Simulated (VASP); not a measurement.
# SnO (Cm) in VASP: single point with r2SCAN

Aim: the single point of SnO with r2SCAN.

All numbers are computed with VASP 6.6.1; they aren't measurements. Logs are shortened: lines on timing, memory, paths and dates and some standing lists are left out, and cuts for length are marked.

## (1) The cell of the first run

The typed cell holds 8 atoms: a = 3.808 Å, b = 3.808 Å, c = 9.726 Å, α = 90.00°, β = 90.00°, γ = 90.00°.

## (2) Single point, r2SCAN (the distance across one plane changed)

POSCAR reads:

```
SnO
1.0
   -2.6924444220      2.6925337010      0.0000000000
   -2.6924444220     -2.6925337010      0.0000000000
    0.0000000000      0.0000000000      9.7255476785
Sn O
4 4
Direct
    0.0000739708      0.9999260292      0.6846694812
    0.9999260292      0.0000739708      0.1769578333
    0.4999260292      0.5000739708      0.9564576498
    0.5000739708      0.4999260292      0.4487460018
    0.9999014542      0.5000985458      0.0589960935
    0.0000985458      0.4999014542      0.5667077415
    0.4999014542      0.0000985458      0.0589960935
    0.5000985458      0.9999014542      0.5667077415
```

INCAR.step1 reads:

```
ALGO     = Normal         # electronic algorithm
EDIFF    = 1E-4           # SCF threshold, eV
ENCUT    = 520            # plane-wave cutoff, eV
GGA      = PE             # functional
ISMEAR   = 0              # smearing method
LASPH    = True           # aspherical terms in the spheres
LCHARG   = False          # write CHGCAR
LREAL    = False          # projectors in reciprocal space
LWAVE    = True           # write WAVECAR
NBANDS   = 50             # bands
NELM     = 60             # most SCF steps
PREC     = Accurate       # precision mode
SIGMA    = 0.03           # smearing width, eV
```

INCAR.step2 reads:

```
ALGO     = Normal         # electronic algorithm
EDIFF    = 1E-6           # SCF threshold, eV
ENCUT    = 520            # plane-wave cutoff, eV
ISIF     = 2              # what is computed and relaxed
ISMEAR   = 0              # smearing method
ISTART   = 1            
LASPH    = True           # aspherical terms in the spheres
LCHARG   = False          # write CHGCAR
LMIXTAU  = True         
LREAL    = False          # projectors in reciprocal space
LWAVE    = False          # write WAVECAR
METAGGA  = R2SCAN         # meta-GGA
NBANDS   = 50             # bands
NELM     = 60             # most SCF steps
PREC     = Accurate       # precision mode
SIGMA    = 0.03           # smearing width, eV
```

KPOINTS reads:

```
k-points
0
Gamma
  9 9 4
```

Potentials or basis: VASP PAW PBE potentials, release 64 (Sn_d, O).

Launch:

```console
$ cat potpaw_PBE.64/Sn_d/POTCAR potpaw_PBE.64/O/POTCAR > POTCAR
$ cp INCAR.step1 INCAR
$ mpirun -np 1 vasp_std > vasp.out
$ cp INCAR.step2 INCAR
$ mpirun -np 1 vasp_std > vasp.out
```

OUTCAR:

```text
EDIFF = 1E-6
   ENCUT = 520
   ISIF = 2
   ISMEAR = 0
   ISTART = 1
   LASPH = True
   LREAL = False
   METAGGA = R2SCAN
   NELM = 60
   PREC = Accurate

 ion  position               nearest neighbor table
   1  0.000  1.000  0.685-   6 2.22   8 2.22   8 2.22   6 2.22   4 3.54   4 3.54   4 3.54   4 3.54

   2  1.000  0.000  0.177-   5 2.22   7 2.22   5 2.22   7 2.22   3 3.44   3 3.44   3 3.44   3 3.44

   3  0.500  0.500  0.956-   5 2.15   7 2.15   7 2.15   5 2.15   2 3.44   2 3.44   2 3.44   2 3.44

   4  0.500  0.500  0.449-   6 2.22   8 2.22   6 2.22   8 2.22   1 3.54   1 3.54   1 3.54   1 3.54

   5  1.000  0.500  0.059-   3 2.15   3 2.15   2 2.22   2 2.22
   6  0.000  0.500  0.567-   4 2.22   1 2.22   4 2.22   1 2.22
   7  0.500  0.000  0.059-   3 2.15   3 2.15   2 2.22   2 2.22
   8  0.500  1.000  0.567-   4 2.22   1 2.22   4 2.22   1 2.22

  LATTYP: Found a base centered orthorhombic cell.
 ALAT       =     5.3848888440
 B/A-ratio  =     1.0000331591
 C/A-ratio  =     1.8060814179

  Lattice vectors:

 A1 = (  -2.6924444220,   2.6925337010,   0.0000000000)
 A2 = (  -2.6924444220,  -2.6925337010,   0.0000000000)
 A3 = (   0.0000000000,   0.0000000000,   9.7255476785)

Analysis of symmetry for initial positions (statically):
=====================================================================
 Subroutine PRICEL returns:
 Original cell was already a primitive cell.

 Routine SETGRP: Setting up the symmetry group for a
 base centered orthorhombic supercell.

 Subroutine GETGRP returns: Found  2 space group operations
 (whereof  2 operations were pure point group operations)
 out of a pool of  8 trial point group operations.

The static configuration has the point symmetry C_1h.

Analysis of symmetry for dynamics (positions and initial velocities):
=====================================================================
 Subroutine PRICEL returns:
 Original cell was already a primitive cell.

 Routine SETGRP: Setting up the symmetry group for a
 base centered orthorhombic supercell.

 Subroutine GETGRP returns: Found  2 space group operations
 (whereof  2 operations were pure point group operations)
 out of a pool of  8 trial point group operations.

The dynamic configuration has the point symmetry C_1h.

 Subroutine INISYM returns: Found  2 space group operations
 (whereof  2 operations are pure point group operations),
[... 110 lines left out ...]
   EDIFFG = 0.1E-04   stopping-criterion for IOM
   NSW    =      0    number of steps for IOM
   IBRION =     -1    ionic relax: 0-MD 1-quasi-New 2-CG
   NFREE  =      0    steps in history (QN), initial steepest desc. (CG)
   ISIF   =      2    stress and relaxation
   ISYM   =      2    0-nonsym 1-usesym 2-fastsym
   POTIM  = 0.5000    time-step for ionic-motion
   TEBEG  =    0.0;   TEEND  =   0.0 temperature during run
   PSTRESS=    0.0 pullay stress
   NELECT =      80.0000    total number of electrons
   NUPDOWN=      -1.0000    fix difference up-down
   EMIN   =  10.00;   EMAX   =-10.00  energy-range for DOS
   EFERMI =   0.00;   METHOD = LEGACY
   ISMEAR =     0;   SIGMA  =   0.03  broadening in eV -4-tet -1-fermi 0-gaus
   EFERMI_NEDOS =   21; number of points for ismear=-14 and -15
   IALGO  =     38    algorithm
   IMIX   =      4    mixing-type and parameters
     AMIX     =   0.40;   BMIX     =  1.00
     AMIX_MAG =   1.60;   BMIX_MAG =  1.00
  volume/ion in A,a.u.               =      17.63       118.95
  Fermi-wavevector in a.u.,A,eV,Ry     =   1.355254  2.561060 24.990019  1.836715
  Thomas-Fermi vector in A             =   2.482357
   LORBIT       =      0    0 simple, 1 ext, 2 COOP (PROOUT), +10 PAW based schemes
   METAGGA = R2SCAN    functional components
   LHFCALC =     F    Hartree Fock is set to
   AEXX    =    0.0000 exact exchange contribution
   IVDW    =     0    specifies the selected vdW correction
   LEPSILON=     F    determine dielectric tensor
   LRPA    =     F    only Hartree local field effects (RPA)
 non-spin polarized calculation
 Gauss-broadening in eV      SIGMA  =   0.03
  energy-cutoff  :      520.00
  volume of cell :      141.01
 maximum number of plane-waves:      3820
   NGX = 15   NGY = 15   NGZ = 37

 number of electron      79.9999991 magnetization

 Free energy of the ion-electron system (eV)
  ---------------------------------------------------
  ext. energy  EPLUGINS =         0.00000000
  ---------------------------------------------------
  free energy    TOTEN  =      -133.61131726 eV

  energy without entropy =     -133.61131726  energy(sigma->0) =     -133.61131726

 E-fermi :   7.2546     XC(G=0): -10.8694

 val. band max:        7.0521421853   @ k =   0.1111   0.0000   0.0000
 cond. band min:       7.6718166648   @ k =   0.4444   0.4444   0.0000
 fundamental gap:      0.6196744795
 Fermi energy:         7.2545621718

 k-point     1 :       0.0000    0.0000    0.0000
  band No.  band energies     occupation
      1     -16.1497      2.00000
      2     -15.7902      2.00000
      3     -15.4909      2.00000
      4     -15.4793      2.00000
      5     -15.4793      2.00000
      6     -15.4599      2.00000
[... 1261 lines left out ...]
     49      13.0492      0.00000
     50      13.4509      0.00000

 [... further k-points ...]

------------------------ aborting loop because EDIFF is reached ----------------------------------------

  FORCE on cell =-STRESS in cart. coord.  units (eV):
  Direction    XX          YY          ZZ          XY          YZ          ZX
  --------------------------------------------------------------------------------------
  -------------------------------------------------------------------------------------
  Total        2.8292356      2.8240910      3.3195192      0.0000000      0.0004052      0.0000000
  in kB       32.1460589     32.0876058     37.7167108      0.0000000      0.0046041      0.0000000
  external PRESSURE =      33.9834585 kB  Pullay stress =       0.0000000 kB

 VOLUME and BASIS-vectors are now :
 -----------------------------------------------------------------------------
  energy-cutoff  :      520.00
  volume of cell :      141.01
      direct lattice vectors                 reciprocal lattice vectors
    -2.692444422  2.692533701  0.000000000    -0.185704855  0.185698697  0.000000000
    -2.692444422 -2.692533701  0.000000000    -0.185704855 -0.185698697  0.000000000
     0.000000000  0.000000000  9.725547678     0.000000000  0.000000000  0.102821973

 POSITION                                       TOTAL-FORCE (eV/Angst)
 -----------------------------------------------------------------------------------
     -2.69244     -2.69214      6.65879         0.000000      0.000275      0.408968
     -2.69244      2.69214      1.72101         0.000000     -0.000223      0.707181
     -2.69244     -0.00040      9.30207         0.000000     -0.000704     -2.509092
     -2.69244      0.00040      4.36430         0.000000      0.000201      0.096839
     -4.03867      1.34574      0.57377        -0.000240      0.000946      0.909492
     -1.34622     -1.34574      5.51154        -0.000028     -0.000721     -0.261441
     -1.34622      1.34574      0.57377         0.000240      0.000946      0.909492
     -4.03867     -1.34574      5.51154         0.000028     -0.000721     -0.261441
 -----------------------------------------------------------------------------------
    total drift:                               -0.000000     -0.000082     -0.000866

  FREE ENERGIE OF THE ION-ELECTRON SYSTEM (eV)
  ---------------------------------------------------
  free  energy   TOTEN  =      -133.6113172648 eV

  energy  without entropy=     -133.6113172648  energy(sigma->0) =     -133.61131726
```

OSZICAR.step1:

```text
N       E                     dE             d eps       ncg     rms          rms(c)
DAV:   1     0.107508992360E+04    0.10751E+04   -0.37921E+04 10318   0.248E+03
DAV:   2     0.170265685397E+03   -0.90482E+03   -0.86284E+03  9612   0.705E+02
DAV:   3    -0.343305225829E+02   -0.20460E+03   -0.19527E+03 10874   0.252E+02
DAV:   4    -0.517916835998E+02   -0.17461E+02   -0.17167E+02 11066   0.775E+01
DAV:   5    -0.524356551168E+02   -0.64397E+00   -0.64194E+00 10942   0.153E+01    0.165E+01
DAV:   6    -0.449670790279E+02    0.74686E+01   -0.29066E+01 14914   0.498E+01    0.654E+00
DAV:   7    -0.451384989971E+02   -0.17142E+00   -0.45292E+00 10304   0.992E+00    0.376E+00
DAV:   8    -0.451211667185E+02    0.17332E-01   -0.80826E-01 14686   0.607E+00    0.136E+00
DAV:   9    -0.450926707468E+02    0.28496E-01   -0.17172E-01 14472   0.384E+00    0.379E-01
DAV:  10    -0.450965345315E+02   -0.38638E-02   -0.24122E-02 13476   0.150E+00    0.272E-01
DAV:  11    -0.450953527569E+02    0.11818E-02   -0.49969E-03 13956   0.690E-01    0.668E-02
DAV:  12    -0.450954960224E+02   -0.14327E-03   -0.17100E-03 10546   0.201E-01    0.592E-02
DAV:  13    -0.450954818225E+02    0.14200E-04   -0.10873E-04  6696   0.126E-01
   1 F= -.45095482E+02 E0= -.45095482E+02  d E =-.423088E-12
```

It took 42 min on 1 thread of Oxide Virtual Turin-like, shared host; peak memory 0.54 GiB.

What came out:

| Quantity | Value |
| --- | --- |
| Free energy | -133.6113 eV |
| Pressure | 3.4 GPa |
| Largest force | 2.509 eV/Å |
| Band gap on the k mesh | 0.62 eV |

Forces on the atoms (eV/Å):
```
Sn   0.000  0.000  0.409
Sn   0.000  0.000  0.707
Sn   0.000 -0.001 -2.509
Sn   0.000  0.000  0.097
O    0.000  0.001  0.909
O    0.000 -0.001 -0.261
O    0.000  0.001  0.909
O    0.000 -0.001 -0.261
```

Stress tensor (GPa, compression positive):
```
3.21 0.00 0.00
0.00 3.21 0.00
0.00 0.00 3.77
```

Levels at points of the mesh, in eV from the valence-band top:
| k point | band 36 | band 37 | band 38 | band 39 | band 40 | band 41 | band 42 | band 43 | band 44 | band 45 |
| --- | --- | --- | --- | --- | --- | --- | --- | --- | --- | --- |
| (0.00, 0.00, 0.00) | -3.47 | -3.47 | -3.08 | -2.35 | -0.01 | 1.82 | 2.34 | 3.37 | 3.37 | 3.86 |
| (0.00, 0.00, 0.50) | -3.79 | -3.47 | -3.47 | -0.70 | -0.59 | 1.69 | 1.97 | 3.77 | 3.77 | 4.21 |

Caveat: the cell differs from its parent crystal (the distance across one plane changed); the cell stands under pressure; semilocal functionals underestimate gaps, and a narrow one can read as zero; the PAW data sets were made with another functional, which shifts forces and pressure a little; spin-orbit coupling is left out, which moves the levels of the heavy elements.
